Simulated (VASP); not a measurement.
Set up this calculation in VASP 6.6.1, as the native input.

```yaml
Task: single point
Functional: LDA
Potentials_or_basis: VASP PAW LDA potentials, release 64 (C, Pd)
Cutoff: 520 eV
k_mesh: 2 × 2 × 1
Occupations: fermi-dirac, width 0.05 eV
Spin: no spin polarisation
Dipole_correction: no
Further_INCAR_settings: LREAL = Auto; ALGO = Normal; EDIFF = 1e-06; NBANDS = 56
```

The structure of PdC18 lies in POSCAR:

```
PdC18
1.0
    7.3980000000      0.0000000000      0.0000000000
   -3.6990000000      6.4068560000      0.0000000000
    0.0000000000      0.0000000000     11.0000000000
C Pd
18 1
Direct
   -0.0075220037      0.0002617508      0.0890194545
    0.2152152620      0.1116386883      0.0897195455
   -0.0096656028      0.3320634957      0.0913574545
    0.2135337888      0.4430889347      0.0963119091
   -0.0076864639      0.6665127170      0.0880938182
    0.2141784268      0.7797504736      0.0913588182
    0.3259937524      0.0002992107      0.0896143636
    0.5481234433      0.1115523745      0.0890201818
    0.3267588960      0.3318454481      0.0914846364
    0.5494119684      0.4449731662      0.0871203636
    0.3263521871      0.6687251906      0.0963131818
    0.5508205106      0.7799686773      0.0914835455
    0.6594832671      0.0001749688      0.0897191818
    0.8816015263      0.1115147586      0.0896130000
    0.6591056794      0.3333084121      0.0871355455
    0.8817080950      0.4453015644      0.0880933636
    0.6603457505      0.6668412713      0.0871198182
    0.8817044080      0.7785058693      0.0871350000
    0.3157871736      0.5558920007      0.2730143636
```

One way to write it, as run:

INCAR

```
SYSTEM = PdC18
PREC = Accurate
ENCUT = 520
EDIFF = 1E-6
ISMEAR = -1
SIGMA = 0.05
LREAL = Auto
LASPH = .TRUE.
NELM = 80
ALGO = Normal
ISIF = 2
LWAVE = .FALSE.
LCHARG = .FALSE.
GGA = CA
NBANDS = 56
```

KPOINTS

```
regular mesh
0
G
  2 2 1
  0 0 0
```

Potentials or basis: VASP PAW LDA potentials, release 64 (C, Pd).

Command:

```console
$ cat potpaw_LDA.64/C/POTCAR potpaw_LDA.64/Pd/POTCAR > POTCAR
$ mpirun -np 1 vasp_std > vasp.out
```

Results of the run:

```
Largest force          : 0.149 eV/Å
Band gap on the k mesh : 0.01 eV, direct
```

Caveat: the k points lie up to 0.49 Å⁻¹ apart.

Wall time 6.9 min on 1 thread of Oxide Virtual Turin-like Processor (shared host), peak memory 0.38 GiB.
